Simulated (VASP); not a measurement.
A run of VASP 6.6.1 is set up as follows.

Contents of INCAR:

```
SYSTEM = Cd3InO
PREC = Accurate
ENCUT = 600
EDIFF = 1E-7
ISMEAR = 0
SIGMA = 0.1
LREAL = .False.
LASPH = .True.
NELM = 60
ALGO = Normal
ISIF = 3
LWAVE = .False.
LCHARG = .False.
GGA = PE
IBRION = 2
NSW = 90
EDIFFG = -0.04
```

File KPOINTS:

```
regular mesh
0
Gamma
  4 4 4
  0 0 0
```

File POSCAR:

```
Cd3InO
1.0
    4.4894759700      0.0000000000      0.0000000000
    0.0000000000      4.6145095800      0.0000000000
    0.0000000000      0.0000000000      6.1641865400
Cd In O
3 1 1
Direct
    0.0000000000      0.0000000000      0.1875547700
    0.0000000000      0.0000000000      0.8124452300
    0.0000000000      0.5000000000      0.0000000000
    0.0000000000      0.5000000000      0.5000000000
    0.5000000000      0.0000000000      0.0000000000
```

Potentials or basis: VASP PAW PBE potentials, release 64 (Cd, In_d, O).

The run is started by

```bash
$ cat potpaw_PBE.64/Cd/POTCAR potpaw_PBE.64/In_d/POTCAR potpaw_PBE.64/O/POTCAR > POTCAR
$ mpirun -np 1 vasp_std > vasp.out
```

(1) What does it give for the space group after relaxing (to 0.05 Å)?

(2) What does it give for the relaxed cell?

(3) Estimate the relaxed volume.

Results:

(1) Pmmm (No. 47).

(2) a = 3.206 Å, b = 5.789 Å, c = 5.991 Å, α = 90.00°, β = 90.00°, γ = 90.00°.

(3) 22.24 Å³/atom.

Caveat: an odd number of electrons without spin polarisation forces a metal; a magnetic or distorted state may lie lower.
